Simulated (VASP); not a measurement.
**Ba: single point with PBE**

Slab: Ba, a slab with vacuum.

```xyz
1
Lattice="1.9550 -3.6500 0.0000 1.9550 3.6500 0.0000 0.0000 0.0000 13.0000" Properties=species:S:1:pos:R:3 pbc="T T T"
Ba    0.0000    0.0000    6.5000
```

```yaml
Program: VASP 6.6.1
Task: single point
Functional: PBE
Potentials_or_basis: VASP PAW PBE potentials, release 64 (Ba_sv)
Cutoff: 400 eV
k_mesh: 20 × 20 × 1
Occupations: gaussian, width 0.05 eV
Spin: no spin polarisation
```

| Property | Result |
| --- | --- |
| Band gap on the k mesh | zero (band 5 reaches -0.17 eV, above the bottom of band 6 at -0.92 eV) |

Levels at points of the mesh, in eV from the Fermi level:
```tsv
k point	band 3	band 4	band 5	band 6	band 7	band 8
(0.00, 0.00, 0.00)	-13.96	-13.88	-2.24	0.19	0.26	1.41
(0.50, 0.00, 0.00)	-14.43	-14.14	-0.80	-0.10	1.85	2.02
(0.50, 0.50, 0.00)	-14.47	-14.01	-0.77	-0.15	1.57	1.63
```

Run time: 5.5 min on 1 thread of AMD EPYC 7R43 64-Core Processor (Zen 3), on a shared host, peak memory 0.32 GiB.

Caveat: spin-orbit coupling is left out, which moves the levels of the heavy elements.
